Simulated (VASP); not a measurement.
# Cd (Fd-3m) in VASP: further runs

Cd is run at these levels: PBEsol; tasks: relaxation of cell and atoms.

All numbers are computed with VASP 6.6.1; they aren't measurements. Logs are shortened: lines on timing, memory, paths and dates and some standing lists are left out, and cuts for length are marked.

**1. The cell of the first run**

The structure is cubic, space group Fd-3m (No. 227). Conventional cell: a = 6.080 Å, b = 6.080 Å, c = 6.080 Å, α = 90.00°, β = 90.00°, γ = 90.00°. Within 3.5 Å of Cd (site symmetry -43m) lie 4 Cd at 2.63 Å.

This isn't the form of Cd at room conditions, which is hcp.

**2. Relaxation of cell and atoms, PBEsol**

File INCAR:

```
  PREC = Accurate
  ENCUT = 600
  EDIFF = 1E-7
  ISMEAR = 1
  SIGMA = 0.1
  LREAL = False
  LASPH = True
  NELM = 100
  ALGO = Normal
  ISIF = 3
  LWAVE = False
  LCHARG = False
  GGA = PS
  IBRION = 2
  NSW = 80
  EDIFFG = -0.02
```

File KPOINTS:

```
regular mesh
0
Gamma
  12 12 12
```

File POSCAR:

```
Cd
1.0
    0.0000000000      3.0400000000      3.0400000000
    3.0400000000      0.0000000000      3.0400000000
    3.0400000000      3.0400000000      0.0000000000
Cd
2
Direct
    0.0000000000      0.0000000000      0.0000000000
    0.2500000000      0.2500000000      0.2500000000
```

Potentials or basis: VASP PAW PBE potentials, release 64 (Cd).

Launch:

```bash
> cat potpaw_PBE.64/Cd/POTCAR > POTCAR
> mpirun -np 1 vasp_std > vasp.out
```

OUTCAR:

```text
PREC = Accurate
   ENCUT = 600
   EDIFF = 1E-7
   ISMEAR = 1
   LREAL = False
   LASPH = True
   NELM = 100
   ISIF = 3
   GGA = PS
   IBRION = 2
   NSW = 80
   EDIFFG = -0.02

 ion  position               nearest neighbor table
   1  0.000  0.000  0.000-   2 2.63   2 2.63   2 2.63   2 2.63
   2  0.250  0.250  0.250-   1 2.63   1 2.63   1 2.63   1 2.63

  LATTYP: Found a face centered cubic cell.
 ALAT       =     6.0800000000

  Lattice vectors:

 A1 = (   0.0000000000,   3.0400000000,   3.0400000000)
 A2 = (   3.0400000000,   0.0000000000,   3.0400000000)
 A3 = (   3.0400000000,   3.0400000000,   0.0000000000)

Analysis of symmetry for initial positions (statically):
=====================================================================
 Subroutine PRICEL returns:
 Original cell was already a primitive cell.

 Routine SETGRP: Setting up the symmetry group for a
 face centered cubic supercell.

 Subroutine GETGRP returns: Found 48 space group operations
 (whereof 24 operations were pure point group operations)
 out of a pool of 48 trial point group operations.

The static configuration has the point symmetry T_d .
 The point group associated with its full space group is O_h .

Analysis of symmetry for dynamics (positions and initial velocities):
=====================================================================
 Subroutine PRICEL returns:
 Original cell was already a primitive cell.

 Routine SETGRP: Setting up the symmetry group for a
 face centered cubic supercell.

 Subroutine GETGRP returns: Found 48 space group operations
 (whereof 24 operations were pure point group operations)
 out of a pool of 48 trial point group operations.

The dynamic configuration has the point symmetry T_d .
 The point group associated with its full space group is O_h .

 Subroutine INISYM returns: Found 48 space group operations
 (whereof 24 operations are pure point group operations),
 and found     1 'primitive' translations

----------------------------------------------------------------------------------------

                                     Primitive cell

  volume of cell :      56.1889

  direct lattice vectors                    reciprocal lattice vectors
     0.000000000  3.040000000  3.040000000    -0.164473684  0.164473684  0.164473684
[... 95 lines left out ...]
   TEBEG  =    0.0;   TEEND  =   0.0 temperature during run
   PSTRESS=    0.0 pullay stress
   NELECT =      24.0000    total number of electrons
   NUPDOWN=      -1.0000    fix difference up-down
   EMIN   =  10.00;   EMAX   =-10.00  energy-range for DOS
   EFERMI =   0.00;   METHOD = LEGACY
   ISMEAR =     1;   SIGMA  =   0.10  broadening in eV -4-tet -1-fermi 0-gaus
   EFERMI_NEDOS =   21; number of points for ismear=-14 and -15
   IALGO  =     38    algorithm
   IMIX   =      4    mixing-type and parameters
     AMIX     =   0.40;   BMIX     =  1.00
     AMIX_MAG =   1.60;   BMIX_MAG =  1.00
  volume/ion in A,a.u.               =      28.09       189.59
  Fermi-wavevector in a.u.,A,eV,Ry     =   1.232901  2.329846 20.681478  1.520046
  Thomas-Fermi vector in A             =   2.367653
   LORBIT       =      0    0 simple, 1 ext, 2 COOP (PROOUT), +10 PAW based schemes
   GGA     = PS    functional components
   LHFCALC =     F    Hartree Fock is set to
   AEXX    =    0.0000 exact exchange contribution
   IVDW    =     0    specifies the selected vdW correction
   LEPSILON=     F    determine dielectric tensor
   LRPA    =     F    only Hartree local field effects (RPA)
 conjugate gradient relaxation of ions
 non-spin polarized calculation
 Methfessel and Paxton  Order N= 1 SIGMA  =   0.10
  energy-cutoff  :      600.00
  volume of cell :       56.19
 maximum number of plane-waves:      1895
   NGX = 17   NGY = 17   NGZ = 17

--------------------------------------- Ionic step        1  -------------------------------------------

 number of electron      23.9999999 magnetization

 Free energy of the ion-electron system (eV)
  ---------------------------------------------------
  ext. energy  EPLUGINS =         0.00000000
  ---------------------------------------------------
  free energy    TOTEN  =        -1.23823604 eV

  energy without entropy =       -1.23696227  energy(sigma->0) =       -1.23781145

------------------------ aborting loop because EDIFF is reached ----------------------------------------

  FORCE on cell =-STRESS in cart. coord.  units (eV):
  Direction    XX          YY          ZZ          XY          YZ          ZX
  --------------------------------------------------------------------------------------
  -------------------------------------------------------------------------------------
  Total        2.5039967      2.5039967      2.5039967     -0.0000000      0.0000000      0.0000000
  in kB       71.3992408     71.3992408     71.3992408     -0.0000000      0.0000000      0.0000000
  external PRESSURE =      71.3992408 kB  Pullay stress =       0.0000000 kB
[... 59 lines left out ...]
--------------------------------------- Ionic step        3  -------------------------------------------

 number of electron      23.9999992 magnetization

 Free energy of the ion-electron system (eV)
  ---------------------------------------------------
  ext. energy  EPLUGINS =         0.00000000
  ---------------------------------------------------
  free energy    TOTEN  =        -1.44552594 eV

  energy without entropy =       -1.44395626  energy(sigma->0) =       -1.44500271

 E-fermi :   0.2365     XC(G=0):  -8.7276

 val. band max:        0.2225538688   @ k =  -0.4167   0.3333   0.0833
 cond. band min:       0.2372617647   @ k =  -0.4167   0.4167   0.0000
 fundamental gap:      0.0147078960
 Fermi energy:         0.2365211965

 k-point     1 :       0.0000    0.0000    0.0000
  band No.  band energies     occupation
      1      -8.9605      2.00000
      2      -8.9605      2.00000
      3      -8.9605      2.00000
      4      -8.8988      2.00000
      5      -8.8988      2.00000
      6      -8.1346      2.00000
[... 433 lines left out ...]
      3      -8.8698      2.00000
      4      -8.7045      2.00000
      5      -8.6617      2.00000
      6      -8.3894      2.00000
[... 8 lines left out ...]
     15       5.3650      0.00000
     16       7.0747      0.00000

 [... further k-points ...]

------------------------ aborting loop because EDIFF is reached ----------------------------------------

  FORCE on cell =-STRESS in cart. coord.  units (eV):
  Direction    XX          YY          ZZ          XY          YZ          ZX
  --------------------------------------------------------------------------------------
  -------------------------------------------------------------------------------------
  Total       -0.0287406     -0.0287406     -0.0287406      0.0000000      0.0000000      0.0000000
  in kB       -0.6773604     -0.6773604     -0.6773604      0.0000000      0.0000000      0.0000000
  external PRESSURE =      -0.6773604 kB  Pullay stress =       0.0000000 kB
[... 17 lines left out ...]
  FREE ENERGIE OF THE ION-ELECTRON SYSTEM (eV)
  ---------------------------------------------------
  free  energy   TOTEN  =        -1.4455259400 eV

  energy  without entropy=       -1.4439562618  energy(sigma->0) =       -1.44500271

 reached required accuracy - stopping structural energy minimisation
```

OSZICAR:

```text
N       E                     dE             d eps       ncg     rms          rms(c)
DAV:   1     0.179454959029E+03    0.17945E+03   -0.14014E+04  2312   0.160E+03
DAV:   2     0.252465327161E+01   -0.17693E+03   -0.17285E+03  2360   0.380E+02
DAV:   3    -0.139083293134E+01   -0.39155E+01   -0.39101E+01  2792   0.680E+01
DAV:   4    -0.139746366083E+01   -0.66307E-02   -0.66306E-02  2512   0.258E+00
[... 24 lines left out ...]
DAV:   3    -0.144637774027E+01    0.42610E-02   -0.10669E-02  2576   0.109E+00    0.467E-01
DAV:   4    -0.144553415244E+01    0.84359E-03   -0.67710E-04  2472   0.227E-01    0.354E-02
DAV:   5    -0.144552372095E+01    0.10431E-04   -0.34658E-05  2744   0.580E-02    0.166E-02
DAV:   6    -0.144552591790E+01   -0.21970E-05   -0.80569E-06  2664   0.219E-02    0.142E-03
DAV:   7    -0.144552593997E+01   -0.22063E-07   -0.23227E-07  2024   0.616E-03
   3 F= -.14455259E+01 E0= -.14450027E+01  d E =-.207290E+00
```

CONTCAR:

```text
Cd
   1.00000000000000
     0.0000000000000000    3.2393064326875067    3.2393064326875067
     3.2393064326875067   -0.0000000000000000    3.2393064326875067
     3.2393064326875067    3.2393064326875067    0.0000000000000000
  Cd
     2
Direct
     0.0000000000000000    0.0000000000000000    0.0000000000000000
     0.2500000000000000    0.2500000000000000    0.2500000000000000

  0.00000000E+00  0.00000000E+00  0.00000000E+00
  0.00000000E+00  0.00000000E+00  0.00000000E+00
```

It took 60 s on 1 thread of Intel Xeon 6975P-C (Granite Rapids), shared host; peak memory 0.25 GiB.

What came out:

* Free energy: -1.4455 eV
* Relaxed volume: 33.99 Å³/atom
* Relaxed cell: a = 4.581 Å, b = 4.581 Å, c = 4.581 Å, α = 60.00°, β = 60.00°, γ = 60.00°
* Space group after relaxing (to 0.1 Å): Fd-3m (No. 227)
* Energy gained by relaxing: 103.6 meV/atom
* Ionic steps: 3
* Pressure after relaxing: -0.1 GPa
* Band gap on the k mesh: zero (bands 12 and 13 overlap by 5.18 eV)

Step by step:
```
step  energy change (eV)  largest force (eV/Å)  pressure (GPa)  volume (Å³)
   1              0.0000                0.0000            7.14        56.19
   2             -0.2067                0.0000            0.27        67.00
   3             -0.2073                0.0000           -0.07        67.98
```

Final structure:
```cif
data_structure
_symmetry_space_group_name_H-M 'P 1'
_symmetry_Int_Tables_number 1
_cell_length_a 4.5811
_cell_length_b 4.5811
_cell_length_c 4.5811
_cell_angle_alpha 60.000
_cell_angle_beta 60.000
_cell_angle_gamma 60.000
_cell_volume 67.98
loop_
_atom_site_label
_atom_site_type_symbol
_atom_site_fract_x
_atom_site_fract_y
_atom_site_fract_z
_atom_site_occupancy
Cd1 Cd 0.00000 0.00000 0.00000 1
Cd2 Cd 0.25000 0.25000 0.25000 1
```

Levels at points of the mesh, in eV from the Fermi level:
```csv
k point,band 10,band 11,band 12,band 13,band 14,band 15
"(0.00, 0.00, 0.00)",-8.17,-6.68,4.66,4.66,4.66,5.61
"(0.50, 0.00, 0.00)",-8.15,-4.34,-2.64,2.93,2.93,4.75
"(0.50, 0.50, 0.00)",-8.09,-2.93,-2.93,0.98,0.98,3.88
```

Caveat: the volume moved by over 15 % at a fixed basis, so the end points are rough; the PAW data sets were made with another functional, which shifts forces and pressure a little.

**3. Relaxation of cell and atoms, PBEsol, target pressure 10 GPa, at which the enthalpy is minimised**

File INCAR:

```
PREC = Accurate
ENCUT = 600
EDIFF = 1E-6
ISMEAR = 1
SIGMA = 0.1
LREAL = F
LASPH = T
NELM = 80
ALGO = Normal
ISIF = 3
LWAVE = F
LCHARG = F
GGA = PS
IBRION = 2
NSW = 80
EDIFFG = -0.02
PSTRESS = 100.0
```

KPOINTS is that of step 2.

POSCAR is that of step 2.

Potentials or basis: VASP PAW PBE potentials, release 64 (Cd).

Launch:

```bash
> cat potpaw_PBE.64/Cd/POTCAR > POTCAR
> mpirun -np 1 vasp_std > vasp.out
```

Wall time 50 s (1 thread of Intel Xeon 6975P-C (Granite Rapids), shared host); peak memory 0.26 GiB.

Results (log left out):

| Quantity | Value |
| --- | --- |
| Free energy | -1.1114 eV |
| Relaxed volume | 26.90 Å³/atom |
| Relaxed cell | a = 4.238 Å, b = 4.238 Å, c = 4.238 Å, α = 60.00°, β = 60.00°, γ = 60.00° |
| Space group after relaxing (to 0.1 Å) | Fd-3m (No. 227) |
| Energy change on relaxing (the run minimises the enthalpy) | +63.4 meV/atom |
| Ionic steps | 3 |
| Pressure after relaxing | 10.0 GPa |
| Band gap on the k mesh | zero (bands 12 and 13 overlap by 6.74 eV) |

The path:
| step | energy change (eV) | largest force (eV/Å) | pressure (GPa) | volume (Å³) |
| --- | --- | --- | --- | --- |
| 1 | 0.0000 | 0.0000 | 7.14 | 56.19 |
| 2 | 0.2372 | 0.0000 | 12.26 | 52.21 |
| 3 | 0.1269 | 0.0000 | 10.00 | 53.80 |

Final structure:
```
Cd
1.0
     0.00000    2.99637    2.99637
     2.99637    0.00000    2.99637
     2.99637    2.99637    0.00000
Cd
2
Direct
  0.00000 0.00000 0.00000
  0.25000 0.25000 0.25000
```

Levels at points of the mesh, in eV from the Fermi level:
| k point | band 10 | band 11 | band 12 | band 13 | band 14 | band 15 |
| --- | --- | --- | --- | --- | --- | --- |
| (0.00, 0.00, 0.00) | -8.11 | -7.74 | 5.93 | 5.93 | 5.93 | 6.94 |
| (0.50, 0.00, 0.00) | -8.10 | -4.50 | -3.20 | 3.63 | 3.63 | 6.56 |
| (0.50, 0.50, 0.00) | -8.00 | -3.00 | -3.00 | 1.05 | 1.05 | 4.63 |

Caveat: the cell is relaxed towards a set pressure, so the run minimises the enthalpy, not the energy; the PAW data sets were made with another functional, which shifts forces and pressure a little.

**4. Relaxation of cell and atoms, PBEsol, target pressure 20 GPa, at which the enthalpy is minimised**

File INCAR:

```
SYSTEM = Cd
ALGO = Normal
EDIFF = 1E-6
EDIFFG = -0.02
ENCUT = 600
GGA = PS
IBRION = 2
ISIF = 3
ISMEAR = 1
LASPH = .TRUE.
LCHARG = .FALSE.
LREAL = .FALSE.
LWAVE = .FALSE.
NELM = 80
NSW = 80
PREC = Accurate
PSTRESS = 200.0
SIGMA = 0.1
```

File KPOINTS:

```
k-points
0
G
  12 12 12
  0 0 0
```

POSCAR is that of step 3.

Launch:

```bash
> cat potpaw_PBE.64/Cd/POTCAR > POTCAR
> mpirun -np 1 vasp_std > vasp.out
```

Run time: 1.7 min. Hardware: 1 thread of Intel Xeon 6975P-C (Granite Rapids), shared host; peak memory 0.26 GiB.

It converged, with:

```yaml
Free_energy: -0.6064 eV
Relaxed_volume: 24.11 Å³/atom
Relaxed_cell: a = 4.085 Å, b = 4.085 Å, c = 4.085 Å, α = 60.00°, β = 60.00°, γ = 60.00°
Space_group_after_relaxing_to_0.1_Å: Fd-3m (No. 227)
Energy_change_on_relaxing_the_run_minimises_the_enthalpy: +315.9 meV/atom
Ionic_steps: 7
Pressure_after_relaxing: 20.0 GPa
Band_gap_on_the_k_mesh: zero (bands 12 and 13 overlap by 7.60 eV)
```

Step by step:
| step | energy change (eV) | largest force (eV/Å) | pressure (GPa) | volume (Å³) |
| --- | --- | --- | --- | --- |
| 1 | 0.0000 | 0.0000 | 7.14 | 56.19 |
| 2 | 2.4362 | 0.0000 | 53.85 | 39.77 |
| 3 | 0.5892 | 0.0000 | 19.17 | 48.57 |
| 4 | 0.6222 | 0.0000 | 19.78 | 48.29 |
| 5 | 0.6409 | 0.0000 | 20.15 | 48.14 |
| 6 | 0.6230 | 0.0000 | 19.85 | 48.29 |
| 7 | 0.6318 | 0.0000 | 19.99 | 48.22 |

Final structure:
```
CELL_PARAMETERS angstrom
0.00000 2.88884 2.88884
2.88884 0.00000 2.88884
2.88884 2.88884 0.00000
ATOMIC_POSITIONS crystal
Cd 0.00000 0.00000 0.00000
Cd 0.25000 0.25000 0.25000
```

Levels at points of the mesh, in eV from the Fermi level:
| k point | band 8 | band 9 | band 10 | band 11 | band 12 | band 13 | band 14 | band 15 | band 16 |
| --- | --- | --- | --- | --- | --- | --- | --- | --- | --- |
| (0.00, 0.00, 0.00) | -8.65 | -8.37 | -8.14 | -8.14 | 6.61 | 6.61 | 6.61 | 7.49 | 7.49 |
| (0.50, 0.00, 0.00) | -8.60 | -8.15 | -8.15 | -4.59 | -3.57 | 3.99 | 3.99 | 7.53 | 7.93 |
| (0.50, 0.50, 0.00) | -8.84 | -8.03 | -8.03 | -3.08 | -3.08 | 1.04 | 1.04 | 5.00 | 5.00 |

Caveat: the cell is relaxed towards a set pressure, so the run minimises the enthalpy, not the energy; the PAW data sets were made with another functional, which shifts forces and pressure a little.

**5. Relaxation of cell and atoms, PBEsol, target pressure 30 GPa, at which the enthalpy is minimised**

File INCAR:

```
SYSTEM = Cd
PREC = Accurate
ENCUT = 600
EDIFF = 1E-6
ISMEAR = 1
SIGMA = 0.1
LREAL = .False.
LASPH = .True.
NELM = 100
ALGO = Normal
ISIF = 3
LWAVE = .False.
LCHARG = .False.
GGA = PS
IBRION = 2
NSW = 80
EDIFFG = -0.02
PSTRESS = 300.0
```

File KPOINTS:

```
Automatic mesh
0
Gamma
  12 12 12
  0 0 0
```

POSCAR is that of step 4.

Launch:

```bash
> cat potpaw_PBE.64/Cd/POTCAR > POTCAR
> mpirun -np 1 vasp_std > vasp.out
```

It took 1.7 min on 1 thread of Intel Xeon 6975P-C (Granite Rapids), shared host; peak memory 0.25 GiB.

The run converged. Its results:

```yaml
Free_energy: -0.0782 eV
Relaxed_volume: 22.39 Å³/atom
Relaxed_cell: a = 3.986 Å, b = 3.986 Å, c = 3.986 Å, α = 60.00°, β = 60.00°, γ = 60.00°
Space_group_after_relaxing_to_0.1_Å: Fd-3m (No. 227)
Energy_change_on_relaxing_the_run_minimises_the_enthalpy: +580.0 meV/atom
Ionic_steps: 5
Pressure_after_relaxing: 30.0 GPa
Band_gap_on_the_k_mesh: zero (bands 12 and 13 overlap by 8.22 eV)
```

The path:
```tsv
step	energy change (eV)	largest force (eV/Å)	pressure (GPa)	volume (Å³)
1	0.0000	0.0000	7.14	56.19
2	9.2531	0.0000	187.99	29.49
3	0.9345	0.0000	25.76	46.09
4	1.0632	0.0000	28.20	45.32
5	1.1600	0.0000	30.02	44.79
```

Final structure:
```
Cd
1.0
     0.00000    2.81868    2.81868
     2.81868    0.00000    2.81868
     2.81868    2.81868    0.00000
Cd
2
Direct
  0.00000 0.00000 0.00000
  0.25000 0.25000 0.25000
```

Levels at points of the mesh, in eV from the Fermi level:
```tsv
k point	band 8	band 9	band 10	band 11	band 12	band 13	band 14	band 15	band 16
(0.00, 0.00, 0.00)	-8.79	-8.79	-8.19	-8.19	7.09	7.09	7.09	7.88	7.88
(0.50, 0.00, 0.00)	-8.73	-8.21	-8.21	-4.66	-3.88	4.23	4.23	8.03	8.22
(0.50, 0.50, 0.00)	-9.01	-8.08	-8.08	-3.15	-3.15	1.00	1.00	5.25	5.25
```

Caveat: the cell is relaxed towards a set pressure, so the run minimises the enthalpy, not the energy; the volume moved by over 15 % at a fixed basis, so the end points are rough; the PAW data sets were made with another functional, which shifts forces and pressure a little.

**6. The runs side by side**

```tsv
cell	gap on the mesh (eV)	pressure (GPa)
relaxed	none	-0.1
relaxed to 10 GPa	none	10.0
relaxed to 20 GPa	none	20.0
relaxed to 30 GPa	none	30.0
```

Alike in all rows: task relaxation of cell and atoms; level PBEsol; potentials or basis VASP PAW PBE potentials, release 64 (Cd); no spin polarisation; k mesh 12 × 12 × 12; cutoff (eV) 600; smearing methfessel-paxton 0.1 eV.

Caveats: the PAW data sets were made with another functional, which shifts forces and pressure a little; the cell is relaxed towards a set pressure, so the run minimises the enthalpy, not the energy (at least some runs); the volume moved by over 15 % at a fixed basis, so the end points are rough (at least some runs).

Total energies depend on the potentials used, so only differences within one code and one set of settings carry meaning.

The gap in the log of VASP goes by the Fermi energy; the results here count the filled bands.